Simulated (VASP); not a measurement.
Input of a VASP 6.6.1 run:

Contents of INCAR:

```
PREC = Accurate ; ENCUT = 520
EDIFF = 1E-6 ; ISMEAR = -1
SIGMA = 0.1 ; LREAL = F
LASPH = T ; NELM = 80
ALGO = Normal ; ISIF = 2
LWAVE = F ; LCHARG = T
GGA = PS ; LELF = T
LVHAR = T ; NBANDS = 14
```

File KPOINTS:

```
regular mesh
0
Gamma
  23 23 23
```

POSCAR

```
Rh
1.0
    0.0000000000      1.8908407741      1.8908407741
    1.8908407741      0.0000000000      1.8908407741
    1.8908407741      1.8908407741      0.0000000000
Rh
1
Direct
    0.0000000000      0.0000000000      0.0000000000
```

Potentials or basis: VASP PAW PBE potentials, release 64 (Rh_pv).

Launch:

```console
$ cat potpaw_PBE.64/Rh_pv/POTCAR > POTCAR
$ mpirun -np 1 vasp_std > vasp.out
```

**Question.** Estimate the pressure.

**Answer.** -0.1 GPa.

Caveat: the PAW data sets were made with another functional, which shifts forces and pressure a little.
